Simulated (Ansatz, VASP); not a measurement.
# Two plane-wave programs on YBe

```
CELL_PARAMETERS angstrom
0.00000 2.83634 2.83634
2.83634 0.00000 2.83634
2.83634 2.83634 0.00000
ATOMIC_POSITIONS crystal
Y 0.00000 0.00000 0.00000
Be 0.50000 0.50000 0.50000
```

Alike in both runs: functional PBE; k mesh 6 × 6 × 6; occupations gaussian, width 0.1 eV; no spin polarisation.

Ansatz relaxed the structure, and its values are those at the end. VASP's run is a single point on that final structure, the one shown.

|  | VASP | Ansatz |
| --- | --- | --- |
| version | VASP 6.6.1 | Ansatz 0.2.0 |
| potentials or method | VASP PAW PBE potentials, release 64 (Y_sv, Be), cutoff 520 eV | scalar-relativistic, plane waves, PAW |
| valence electrons in the cell | 13 | 13 |

|  | VASP | Ansatz | Ansatz less VASP |
| --- | --- | --- | --- |
| gap on the k mesh at the Fermi level (eV) | none | none | - |
| pressure (GPa) | 0.3 | 0.4 | +0.04 |

A gap of «none» marks a metal or a gap that the smearing closes. The functional is the same, so the differences come from potentials, cutoffs and numerics.
